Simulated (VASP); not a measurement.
A run of VASP 6.6.1 is set up as follows.

Contents of INCAR:

```
ALGO = Normal ; EDIFF = 1E-6
ENCUT = 520 ; GGA = RP
ISIF = 2 ; ISMEAR = -1
LASPH = T ; LCHARG = F
LREAL = F ; LWAVE = F
NBANDS = 7 ; NELM = 100
PREC = Accurate ; SIGMA = 0.1
```

Contents of KPOINTS:

```
k-points
0
Gamma
  16 16 16
```

File POSCAR:

```
Be
1.0
    2.2484476644      0.0000000000      0.0000000000
    0.0000000000      2.2484476644      0.0000000000
    0.0000000000      0.0000000000      2.2484476644
Be
1
Direct
    0.0000000000      0.0000000000      0.0000000000
```

Potentials or basis: VASP PAW PBE potentials, release 64 (Be).

The run is started by

```sh
$ cat potpaw_PBE.64/Be/POTCAR > POTCAR
$ mpirun -np 1 vasp_std > vasp.out
```

**Question.** Estimate the band gap on the k mesh.

**Answer.** Zero (band 1 reaches 9.21 eV, above the bottom of band 2 at 2.23 eV).

**Question.** Predict the pressure.

**Answer.** -4.8 GPa.

Caveat: the PAW data sets were made with another functional, which shifts forces and pressure a little.
